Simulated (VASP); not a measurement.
Runs of VASP 6.6.1 on SnO2. The structure is that of space group Fm-3m (No. 225), or close to it. The cells are those of the table. 

```csv
level,cell,smearing,gap on the mesh (eV),pressure (GPa),largest force (eV/Å)
r2SCAN,"a = 3.488 Å, angles 61.8°, 3 atoms",gaussian 0.01 eV,1.32,12.1,0.02
r2SCAN,"a = 3.583, b = 3.583, c = 3.529 Å, angles 60.5, 60.5, 61.0°, 3 atoms",gaussian 0.01 eV,0.87,(d),0.01
PBE,"a = 3.488 Å, angles 61.8°, 3 atoms",fermi-dirac 0.02 eV,0.72,(b),(c)
r2SCAN,"a = 3.672 Å, angles 60.0°, 3 atoms",fermi-dirac 0.02 eV,0.10,(a),-
r2SCAN,"a = 3.637, b = 3.637, c = 3.583 Å, angles 60.5, 60.5, 59.0°, 3 atoms",fermi-dirac 0.02 eV,0.40,-5.0,-
r2SCAN,"a = 3.762 Å, angles 60.0°, 3 atoms",fermi-dirac 0.02 eV,none,-22.5,-
```

Alike in all rows: task single point; potentials or basis VASP PAW PBE potentials, release 64 (Sn_d, O); no spin polarisation; k mesh 8 × 8 × 8; cutoff (eV) 520.

Problem. Fill in the values left out.

Solution. (a) -13.1; (b) 20.7; (c) 0.06; (d) 1.5.

Caveats: spin-orbit coupling is left out, which moves the levels of the heavy elements; the PAW data sets were made with another functional, which shifts forces and pressure a little (some runs).

A k mesh can miss the band edges, and the runs leave out spin-orbit coupling on Sn.

A gap of «none» marks levels without a gap at the run's occupations.
